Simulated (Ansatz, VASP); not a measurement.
# Ge: VASP beside Ansatz

INCAR

```
ALGO = Normal
EDIFF = 1E-7
ENCUT = 520
GGA = PS
ISIF = 2
ISMEAR = 0
LASPH = True
LCHARG = False
LREAL = False
LWAVE = False
NBANDS = 13
NELM = 60
PREC = Accurate
SIGMA = 0.15
```

KPOINTS

```
k-points
0
Gamma
  22 22 20
```

Contents of POSCAR:

```
Ge
1.0
    1.3971490000     -2.6005160000      0.0000000000
    1.3971490000      2.6005160000      0.0000000000
    0.0000000000      0.0000000000      2.6982310000
Ge
1
Direct
    0.5000000000      0.5000000000      0.0000000000
```

Input for Ansatz:

```yaml
crystal:
  lattice:
    - [1.397149, -2.600516, 0.0]
    - [1.397149, 2.600516, 0.0]
    - [0.0, 0.0, 2.698231]
  atoms:
    - { symbol: Ge, position: [0.5, 0.5, 0.0] }
basis:
  ecutwfc: 420
kpoints:
  mp_grid: { grid: [22, 22, 20] }
hamiltonian:
  xc: pbesol
scf:
  occupations: { method: gaussian, width: 0.15 }
output:
  forces: true
  stress: true
  eigenvalues: true
```

Alike in both runs: task single point; functional PBEsol; k mesh 22 × 22 × 20; occupations gaussian, width 0.15 eV; no spin polarisation.

|  | VASP | Ansatz |
| --- | --- | --- |
| version | VASP 6.6.1 | Ansatz 0.2.0 |
| potentials or method | VASP PAW PBE potentials, release 64 (Ge_d), cutoff 520 eV | scalar-relativistic, plane waves, PAW |
| valence electrons in the cell | 14 | 14 |

Ansatz gave:

```
gap on the k mesh at the Fermi level (eV)                     : none
pressure (GPa)                                                : -4.2
traceless stress, the component that is largest in VASP (GPa) : 1.34
```

Problem. Estimate VASP's values.

Solution. gap on the k mesh at the Fermi level (eV): none; pressure (GPa): -4.3; traceless stress, the component that is largest in VASP (GPa): 1.35.

VASP's potentials were made for PBE, not for PBEsol. A gap of «none» marks a metal or a gap that the smearing closes.
